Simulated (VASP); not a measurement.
# Al (P-3m1) in VASP: notebook, part 2 of 2

VASP 6.6.1. The steps go on from the part before.

## (3) Single point, PBE+D3(BJ) (the distance across one plane changed)

INCAR

```
SYSTEM = Al
PREC = Accurate
ENCUT = 520
EDIFF = 1E-6
ISMEAR = 0
SIGMA = 0.15
LREAL = .FALSE.
LASPH = .TRUE.
NELM = 60
ALGO = Fast
ISIF = 2
LWAVE = .FALSE.
LCHARG = .TRUE.
GGA = PE
IVDW = 12
LELF = .TRUE.
LVHAR = .TRUE.
NBANDS = 18
```

KPOINTS

```
Automatic mesh
0
G
  24 24 5
  0 0 0
```

POSCAR

```
Al
1.0
    1.9913628294     -1.9913628294      0.0000000000
    1.9913628294      0.0000000000     -1.9913628294
    9.6975021251      9.6975021251      9.6975021251
Al
6
Direct
    0.6666666667      0.6666666667      0.0684356491
    0.0000000000      0.0000000000      0.7529290384
    0.3333333333      0.3333333333      0.2053343269
    0.6666666667      0.6666666667      0.4791316827
    0.0000000000      0.0000000000      0.3422330048
    0.3333333333      0.3333333333      0.6160303606
```

Potentials or basis: VASP PAW PBE potentials, release 64 (Al).

The run is started by

```bash
> cat potpaw_PBE.64/Al/POTCAR > POTCAR
> mpirun -np 1 vasp_std > vasp.out
```

OUTCAR:

```text
SYSTEM = Al
   PREC = Accurate
   ENCUT = 520
   EDIFF = 1E-6
   ISMEAR = 0
   LREAL = .FALSE.
   LASPH = .TRUE.
   NELM = 60
   ISIF = 2
   GGA = PE
   IVDW = 12
 IVDW          = 12

 ion  position               nearest neighbor table
   1  0.667  0.667  0.068-   3 2.82   3 2.82   3 2.82
   2  0.000  0.000  0.753-   6 2.82   6 2.82   6 2.82
   3  0.333  0.333  0.205-   1 2.82   1 2.82   1 2.82   5 2.82   5 2.82   5 2.82
   4  0.667  0.667  0.479-   6 2.82   6 2.82   5 2.82   5 2.82   5 2.82   6 2.82
   5  0.000  0.000  0.342-   3 2.82   4 2.82   4 2.82   4 2.82   3 2.82   3 2.82
   6  0.333  0.333  0.616-   2 2.82   2 2.82   2 2.82   4 2.82   4 2.82   4 2.82

  LATTYP: Found a hexagonal cell.
 ALAT       =     2.8162123209
 C/A-ratio  =     5.9642400760

  Lattice vectors:

 A1 = (  -1.9913628294,   0.0000000000,   1.9913628294)
 A2 = (   1.9913628294,  -1.9913628294,   0.0000000000)
 A3 = (   9.6975021251,   9.6975021251,   9.6975021251)

Analysis of symmetry for initial positions (statically):
=====================================================================
 Subroutine PRICEL returns:
 Original cell was already a primitive cell.

 Routine SETGRP: Setting up the symmetry group for a
 hexagonal supercell.

 Subroutine GETGRP returns: Found 12 space group operations
 (whereof  6 operations were pure point group operations)
 out of a pool of 24 trial point group operations.

The static configuration has the point symmetry C_3v.
 The point group associated with its full space group is D_3d.

Analysis of symmetry for dynamics (positions and initial velocities):
=====================================================================
 Subroutine PRICEL returns:
 Original cell was already a primitive cell.

 Routine SETGRP: Setting up the symmetry group for a
 hexagonal supercell.

 Subroutine GETGRP returns: Found 12 space group operations
 (whereof  6 operations were pure point group operations)
 out of a pool of 24 trial point group operations.

The dynamic configuration has the point symmetry C_3v.
 The point group associated with its full space group is D_3d.

 Subroutine INISYM returns: Found 12 space group operations
 (whereof  6 operations are pure point group operations),
 and found     1 'primitive' translations

----------------------------------------------------------------------------------------

                                     Primitive cell

  volume of cell :     115.3671

  direct lattice vectors                    reciprocal lattice vectors
     1.991362829 -1.991362829  0.000000000     0.167389553 -0.334779105  0.167389553
     1.991362829  0.000000000 -1.991362829     0.167389553  0.167389553 -0.334779105
     9.697502125  9.697502125  9.697502125     0.034373113  0.034373113  0.034373113

  length of vectors
     2.816212321  2.816212321 16.796566387     0.410018992  0.410018992  0.059535978

  position of ions in fractional coordinates (direct lattice)
     0.666666667  0.666666667  0.068435649
     0.000000000  0.000000000  0.752929038
     0.333333333  0.333333333  0.205334327
     0.666666667  0.666666667  0.479131683
     0.000000000  0.000000000  0.342233005
     0.333333333  0.333333333  0.616030361

  ion indices of the primitive-cell ions
   primitive index   ion index
                 1           1
                 2           2
                 3           3
                 4           4
[... 28 lines left out ...]

 Following reciprocal coordinates:
            Coordinates               Weight
  0.000000  0.000000  0.000000      1.000000
  0.041667  0.000000  0.000000      6.000000
  0.083333  0.000000  0.000000      6.000000
  0.125000  0.000000  0.000000      6.000000
  0.166667  0.000000  0.000000      6.000000
  0.208333  0.000000  0.000000      6.000000
[... 16 lines left out ...]
  0.458333  0.041667  0.000000     12.000000
  0.500000  0.041667 -0.000000     12.000000
 [... further k-points ...]
   k-points           NKPTS =    279   k-points in BZ     NKDIM =    279   number of bands    NBANDS=     18
   number of dos      NEDOS =    301   number of ions     NIONS =      6
   total plane-waves  NPLWV =  72576
   dimension x,y,z NGX =    24 NGY =   24 NGZ =  126
   dimension x,y,z NGXF=    48 NGYF=   48 NGZF=  252
   ions per type =               6
   NGX,Y,Z   is equivalent  to a cutoff of  14.17, 14.17, 12.47 a.u.
   NGXF,Y,Z  is equivalent  to a cutoff of  28.34, 28.34, 24.94 a.u.
 SYSTEM =  Al
   PREC   = accura    normal or accurate (medium, high low for compatibility)
   ISTART =      0    job   : 0-new  1-cont  2-samecut
   ICHARG =      2    charge: 1-file 2-atom 10-const
   ISPIN  =      1    spin polarized calculation?
   LNONCOLLINEAR =      F non collinear calculations
   LSORBIT =      F    spin-orbit coupling
   LASPH  =      T    aspherical Exc in radial PAW
   ENCUT  =  520.0 eV  38.22 Ry    6.18 a.u.   5.24  5.24 31.23*2*pi/ulx,y,z
   NELM   =     60;   NELMIN=  2; NELMDL= -5     # of ELM steps
   EDIFF  = 0.1E-05   stopping-criterion for ELM
   LREAL  =      F    real-space projection
[... 7 lines left out ...]
   TEBEG  =    0.0;   TEEND  =   0.0 temperature during run
   PSTRESS=    0.0 pullay stress
   NELECT =      18.0000    total number of electrons
   NUPDOWN=      -1.0000    fix difference up-down
   EMIN   =  10.00;   EMAX   =-10.00  energy-range for DOS
   EFERMI =   0.00;   METHOD = LEGACY
   ISMEAR =     0;   SIGMA  =   0.15  broadening in eV -4-tet -1-fermi 0-gaus
   EFERMI_NEDOS =   21; number of points for ismear=-14 and -15
   IALGO  =     68    algorithm
   IMIX   =      4    mixing-type and parameters
     AMIX     =   0.40;   BMIX     =  1.00
     AMIX_MAG =   1.60;   BMIX_MAG =  1.00
  volume/ion in A,a.u.               =      19.23       129.76
  Fermi-wavevector in a.u.,A,eV,Ry     =   0.881330  1.665471 10.568215  0.776742
  Thomas-Fermi vector in A             =   2.001811
   LORBIT       =      0    0 simple, 1 ext, 2 COOP (PROOUT), +10 PAW based schemes
   GGA     = PE    functional components
   LHFCALC =     F    Hartree Fock is set to
   AEXX    =    0.0000 exact exchange contribution
   IVDW    =    12    specifies the selected vdW correction
   LEPSILON=     F    determine dielectric tensor
   LRPA    =     F    only Hartree local field effects (RPA)
 non-spin polarized calculation
 RMM-DIIS sequential band-by-band and
 Gauss-broadening in eV      SIGMA  =   0.15
  energy-cutoff  :      520.00
  volume of cell :      115.37
 maximum number of plane-waves:      3132
 NGX is ok and might be reduce to    24
   NGX = 11   NGY = 11   NGZ = 63

 number of electron      18.0000000 magnetization

 Free energy of the ion-electron system (eV)
  ---------------------------------------------------
  ext. energy  EPLUGINS =         0.00000000
  ---------------------------------------------------
  free energy    TOTEN  =       -21.76231385 eV

  energy without entropy =      -21.73065662  energy(sigma->0) =      -21.74648523

 E-fermi :   6.2903     XC(G=0):  -9.2348

 val. band max:        6.2874227316   @ k =   0.4583   0.5000   0.4000
 cond. band min:       6.2966862636   @ k =   0.5000   0.0417   0.4000
 fundamental gap:      0.0092635320
 Fermi energy:         6.2902648982

 k-point     1 :       0.0000    0.0000    0.0000
  band No.  band energies     occupation
      1      -4.9657      2.00000
      2      -4.4538      2.00000
      3      -3.6214      2.00000
      4      -2.4601      2.00000
      5      -1.0472      2.00000
      6       0.7603      2.00000
[... 481 lines left out ...]
      5       2.1348      2.00000
      6       2.8517      2.00000
[... 10 lines left out ...]
     17      11.2402      0.00000
     18      11.9534      0.00000

 [... further k-points ...]

------------------------ aborting loop because EDIFF is reached ----------------------------------------

 Edisp (eV)   -1.82420

 E8    (eV) :    -0.8209

  FORCE on cell =-STRESS in cart. coord.  units (eV):
  Direction    XX          YY          ZZ          XY          YZ          ZX
  --------------------------------------------------------------------------------------
  -------------------------------------------------------------------------------------
  Total      -0.58705    -0.58705    -0.58705     0.51508     0.51508     0.51508
  in kB      -8.15269    -8.15269    -8.15269     7.15320     7.15320     7.15320
  external pressure =       -8.15 kB  Pullay stress =        0.00 kB

 VOLUME and BASIS-vectors are now :
 -----------------------------------------------------------------------------
  energy-cutoff  :      520.00
  volume of cell :      115.37
      direct lattice vectors                 reciprocal lattice vectors
     1.991362829 -1.991362829  0.000000000     0.167389553 -0.334779105  0.167389553
     1.991362829  0.000000000 -1.991362829     0.167389553  0.167389553 -0.334779105
     9.697502125  9.697502125  9.697502125     0.034373113  0.034373113  0.034373113

 POSITION                                       TOTAL-FORCE (eV/Angst)
 -----------------------------------------------------------------------------------
      3.31881     -0.66392     -0.66392        -0.111827     -0.111827     -0.111827
      7.30153      7.30153      7.30153         0.111827      0.111827      0.111827
      3.31881      1.32744      1.32744         0.066951      0.066951      0.066951
      7.30153      3.31881      3.31881         0.023481      0.023481      0.023481
      3.31881      3.31881      3.31881        -0.023481     -0.023481     -0.023481
      7.30153      5.31017      5.31017        -0.066951     -0.066951     -0.066951
 -----------------------------------------------------------------------------------
    total drift:                                0.000000      0.000000      0.000000

  FREE ENERGIE OF THE ION-ELECTRON SYSTEM (eV)
  ---------------------------------------------------
  free  energy   TOTEN  =       -23.5865097988 eV

  energy  without entropy=      -23.5548525716  energy(sigma->0) =      -23.57068119
```

It took 20 min on 1 thread of AMD EPYC 7R13, shared host; peak memory 0.55 GiB.

What came out:

| Property | Result |
| --- | --- |
| Free energy | -23.5865 eV |
| Pressure | -0.8 GPa |
| Largest force | 0.194 eV/Å |
| Band gap on the k mesh | zero (bands 9 and 10 overlap by 3.44 eV) |
| Dispersion energy per atom | -0.304 eV |

Forces on the atoms (eV/Å):
```
Al  -0.112 -0.112 -0.112
Al   0.112  0.112  0.112
Al   0.067  0.067  0.067
Al   0.023  0.023  0.023
Al  -0.023 -0.023 -0.023
Al  -0.067 -0.067 -0.067
```

Levels at points of the mesh, in eV from the Fermi level:
```tsv
k point	band 7	band 8	band 9	band 10	band 11	band 12
(0.00, 0.00, 0.00)	-3.95	-1.54	0.13	3.31	3.94	8.57
(0.50, 0.00, 0.00)	-3.07	-2.50	-1.38	-1.09	0.47	0.53
```

Caveat: the cell differs from its parent crystal (the distance across one plane changed).

## (4) Single point, PBE+D3(BJ) (the distance across one plane changed)

INCAR

```
SYSTEM = Al
PREC     = Accurate       ! precision mode
ENCUT    = 520            ! plane-wave cutoff, eV
EDIFF    = 1E-6           ! SCF threshold, eV
ISMEAR   = 0              ! smearing method
SIGMA    = 0.15           ! smearing width, eV
LREAL    = .False.        ! projectors in reciprocal space
LASPH    = .True.         ! aspherical terms in the spheres
NELM     = 60             ! most SCF steps
ALGO     = Fast           ! electronic algorithm
ISIF     = 2              ! what is computed and relaxed
LWAVE    = .False.        ! write WAVECAR
LCHARG   = .False.        ! write CHGCAR
GGA      = PE             ! functional
IVDW     = 12             ! dispersion correction
NBANDS   = 18             ! bands
```

KPOINTS

```
regular mesh
0
Gamma
  24 24 5
  0 0 0
```

POSCAR

```
Al
1.0
    1.9913628294     -1.9913628294      0.0000000000
    1.9913628294      0.0000000000     -1.9913628294
   10.5635275289     10.5635275289     10.5635275289
Al
6
Direct
    0.6666666667      0.6666666667      0.0628251169
    0.0000000000      0.0000000000      0.6912019617
    0.3333333333      0.3333333333      0.1885004859
    0.6666666667      0.6666666667      0.4398512238
    0.0000000000      0.0000000000      0.3141758548
    0.3333333333      0.3333333333      0.5655265927
```

The run is started by

```bash
> cat potpaw_PBE.64/Al/POTCAR > POTCAR
> mpirun -np 1 vasp_std > vasp.out
```

Run time: 21 min. Hardware: 1 thread of AMD EPYC 7R13, shared host; peak memory 0.59 GiB.

Results (log left out):

```yaml
Free_energy: -23.5371 eV
Pressure: -0.6 GPa
Largest_force: 0.150 eV/Å
Band_gap_on_the_k_mesh: zero (bands 9 and 10 overlap by 3.34 eV)
Dispersion_energy_per_atom: -0.298 eV
```

Forces on the atoms (eV/Å):
```
Al  -0.086 -0.086 -0.086
Al   0.086  0.086  0.086
Al   0.068  0.068  0.068
Al   0.024  0.024  0.024
Al  -0.024 -0.024 -0.024
Al  -0.068 -0.068 -0.068
```

Stress tensor (GPa, compression positive):
```
-0.61  0.75  0.75
 0.75 -0.61  0.75
 0.75  0.75 -0.61
```

Levels at points of the mesh, in eV from the Fermi level:
```tsv
k point	band 6	band 7	band 8	band 9	band 10	band 11	band 12	band 13
(0.00, 0.00, 0.00)	-5.57	-3.88	-1.67	0.32	2.80	3.48	7.11	7.22
(0.50, 0.00, 0.00)	-3.85	-3.07	-2.51	-1.36	-1.08	0.43	0.50	1.95
```

Caveat: the cell differs from its parent crystal (the distance across one plane changed).

## (5) Overview

```tsv
cell	gap on the mesh (eV)	pressure (GPa)	largest force (eV/Å)
a = 2.816, b = 2.816, c = 15.797 Å, angles 90.0, 90.0, 60.0°, 6 atoms	none	-1.2	0.34
a = 2.816, b = 2.816, c = 16.797 Å, angles 90.0, 90.0, 60.0°, 6 atoms	none	-0.8	0.19
a = 2.816, b = 2.816, c = 18.297 Å, angles 90.0, 90.0, 60.0°, 6 atoms	none	-0.6	0.15
```

Alike in all rows: task single point; level PBE+D3(BJ); potentials or basis VASP PAW PBE potentials, release 64 (Al); no spin polarisation; k mesh 24 × 24 × 5; cutoff (eV) 520; smearing gaussian 0.15 eV.

Total energies depend on the potentials used, so only differences within one code and one set of settings carry meaning.

The gap in the log of VASP goes by the Fermi energy; the results here count the filled bands.